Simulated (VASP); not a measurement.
Set up this calculation in VASP 6.6.1, as the native input.

```
Task                   : relaxation of cell and atoms
Functional             : LDA
Potentials or basis    : VASP PAW LDA potentials, release 64 (Rh_pv)
Cutoff                 : 500 eV
k mesh                 : 9 × 9 × 9
Occupations            : gaussian, width 0.05 eV
Spin                   : no spin polarisation
Dipole correction      : no
Further INCAR settings : ALGO = Normal; EDIFF = 1e-07; IBRION = 2; EDIFFG = -0.01; NSW = 80; ISIF = 3
```

The structure of Rh lies in POSCAR:

```
Rh
1.0
    0.0000000000      1.8978500000      1.8978500000
    1.8978500000      0.0000000000      1.8978500000
    1.8978500000      1.8978500000      0.0000000000
Rh
1
Direct
    0.0000000000      0.0000000000      0.0000000000
```

These files were run (other wordings do the same):

INCAR

```
ALGO     = Normal         # electronic algorithm
EDIFF    = 1E-7           # SCF threshold, eV
EDIFFG   = -0.01          # ionic threshold
ENCUT    = 500            # plane-wave cutoff, eV
GGA_COMPAT= False        
IBRION   = 2              # ionic algorithm
ISIF     = 3              # what is computed and relaxed
ISMEAR   = 0              # smearing method
LASPH    = True           # aspherical terms in the spheres
LCHARG   = False          # write CHGCAR
LREAL    = False          # projectors in reciprocal space
LWAVE    = False          # write WAVECAR
NELM     = 120            # most SCF steps
NELMIN   = 4            
NSW      = 80             # ionic steps
PREC     = Accurate       # precision mode
SIGMA    = 0.05           # smearing width, eV
```

KPOINTS

```
k-points
0
Gamma
  9 9 9
```

Potentials or basis: VASP PAW LDA potentials, release 64 (Rh_pv).

Command:

```console
$ cat potpaw_LDA.64/Rh_pv/POTCAR > POTCAR
$ mpirun -np 1 vasp_std > vasp.out
```

It gave:

The relaxed volume is 13.26 Å³/atom and the relaxed cell is a = 2.657 Å, b = 2.657 Å, c = 2.657 Å, α = 60.00°, β = 60.00°, γ = 60.00°. The space group after relaxing (to 0.1 Å) is Fm-3m (No. 225), the energy gained by relaxing is 11.6 meV/atom and the ionic steps are 7. The pressure after relaxing is 0.0 GPa. The band gap on the k mesh is zero (an odd number of electrons rules out a gap without spin polarisation).

Wall time 8.1 s on 1 thread of Intel(R) Xeon(R) 6975P-C (Granite Rapids), on a shared host, peak memory 0.12 GiB.
